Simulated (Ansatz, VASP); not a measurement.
## SnTe: VASP beside Ansatz

The input INCAR:

```
SYSTEM = SnTe
ALGO     = Normal         ! electronic algorithm
EDIFF    = 1E-7           ! SCF threshold, eV
ENCUT    = 520            ! plane-wave cutoff, eV
ISIF     = 2              ! what is computed and relaxed
ISMEAR   = 0              ! smearing method
LASPH    = .True.         ! aspherical terms in the spheres
LCHARG   = .False.        ! write CHGCAR
LREAL    = .False.        ! projectors in reciprocal space
LWAVE    = .False.        ! write WAVECAR
NBANDS   = 17             ! bands
NELM     = 100            ! most SCF steps
PREC     = Accurate       ! precision mode
SIGMA    = 0.03           ! smearing width, eV
```

KPOINTS

```
k-points
0
Gamma
  10 10 10
  0 0 0
```

File POSCAR:

```
SnTe
1.0
    0.0000000000      3.0094092235      3.3368578955
    3.0094092235      0.0000000000      3.3368578955
    3.0094092235      3.0094092235      0.0000000000
Sn Te
1 1
Direct
    0.0090907377     -0.0090907377     -0.0090907377
    0.4915426217      0.5084573783      0.5084573783
```

Input for Ansatz:

```yaml
crystal:
  lattice:
    - [0.0, 3.0094092235, 3.3368578955]
    - [3.0094092235, 0.0, 3.3368578955]
    - [3.0094092235, 3.0094092235, 0.0]
  atoms:
    - { symbol: Sn, position: [0.0090907377, -0.0090907377, -0.0090907377] }
    - { symbol: Te, position: [0.4915426217, 0.5084573783, 0.5084573783] }
basis:
  ecutwfc: 420
kpoints:
  mp_grid: { grid: [10, 10, 10] }
hamiltonian:
  xc: lda
  pseudopotentials: { kind: paw }
scf:
  occupations: { method: gaussian, width: 0.03 }
output:
  forces: true
  stress: true
  eigenvalues: true
```

Change from the starting cell: mode 4 frozen in at -0.057 Å, strain +e along z and -e/2 along x and y +0.0700.

Alike in both runs: task single point; functional LDA; k mesh 10 × 10 × 10; occupations gaussian, width 0.03 eV; no spin polarisation.

|  | VASP | Ansatz |
| --- | --- | --- |
| version | VASP 6.6.1 | Ansatz 0.2.0 |
| potentials or method | VASP PAW LDA potentials, release 64 (Sn_d, Te), cutoff 520 eV | scalar-relativistic, plane waves, PAW |
| valence electrons in the cell | 20 | 30 |

Ansatz gave:

| Item | Value |
| --- | --- |
| gap on the k mesh at the Fermi level (eV) | none |
| pressure (GPa) | 1.6 |
| traceless stress, the component that is largest in VASP (GPa) | -8.05 |
| rms of the force components (eV/Å) | 0.101 |

Problem. What did VASP give for the same quantities?

Solution. gap on the k mesh at the Fermi level (eV): none; pressure (GPa): 1.7; traceless stress, the component that is largest in VASP (GPa): -8.12; rms of the force components (eV/Å): 0.107.

LDA's correlation is that of Perdew and Zunger in VASP and of Perdew and Wang (1992) in Ansatz. Atom by atom the forces differ by 0.005 eV/Å (rms over components). A gap of «none» marks a metal or a gap that the smearing closes. VASP's potentials hold 20 valence electrons a cell and Ansatz's 30, so a difference there can come from the potentials and not from the codes.

Neither program's run includes spin-orbit coupling.
